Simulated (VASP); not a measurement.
Wanted: the native input for a VASP 6.6.1 run.

- Task: single point
- Functional: PBE
- Potentials or basis: VASP PAW PBE potentials, release 64 (Si, B)
- Cutoff: 520 eV
- k mesh: 8 × 8 × 12
- Occupations: gaussian, width 0.1 eV
- Spin: no spin polarisation
- Dipole correction: no
- Further INCAR settings: ALGO = Fast; EDIFF = 1e-07; NBANDS = 19

The structure of SiB2 lies in POSCAR:

```
SiB2
1.0
    2.8791094585     -3.6970268535      0.0000000000
    2.8791094585      3.6970268535      0.0000000000
    0.0000000000      0.0000000000      3.3945495277
Si B
2 4
Direct
    0.0000000000      0.5000000000      0.0000000000
    0.5000000000      0.0000000000      0.0000000000
    0.0332959213      0.2710010112      0.5000000000
    0.9667040787      0.7289989888      0.5000000000
    0.2710010112      0.0332959213      0.5000000000
    0.7289989888      0.9667040787      0.5000000000
```

The cell was generated, and may not be a known phase.

These files were run (other wordings do the same):

INCAR

```
SYSTEM = SiB2
PREC = Accurate
ENCUT = 520
EDIFF = 1E-7
ISMEAR = 0
SIGMA = 0.1
LREAL = .FALSE.
LASPH = .TRUE.
NELM = 100
ALGO = Fast
ISIF = 2
LWAVE = .FALSE.
LCHARG = .FALSE.
GGA = PE
NBANDS = 19
```

KPOINTS

```
regular mesh
0
G
  8 8 12
  0 0 0
```

Potentials or basis: VASP PAW PBE potentials, release 64 (Si, B).

Run with:

```console
$ cat potpaw_PBE.64/Si/POTCAR potpaw_PBE.64/B/POTCAR > POTCAR
$ mpirun -np 1 vasp_std > vasp.out
```

It gave:

```yaml
Pressure: 0.0 GPa
Largest_force: 0.008 eV/Å
Band_gap_on_the_k_mesh: zero (bands 10 and 11 overlap by 2.01 eV)
```

Run time: 5.6 min on 1 thread of Oxide Virtual Turin-like Processor, with other jobs on the host, peak memory 0.26 GiB.
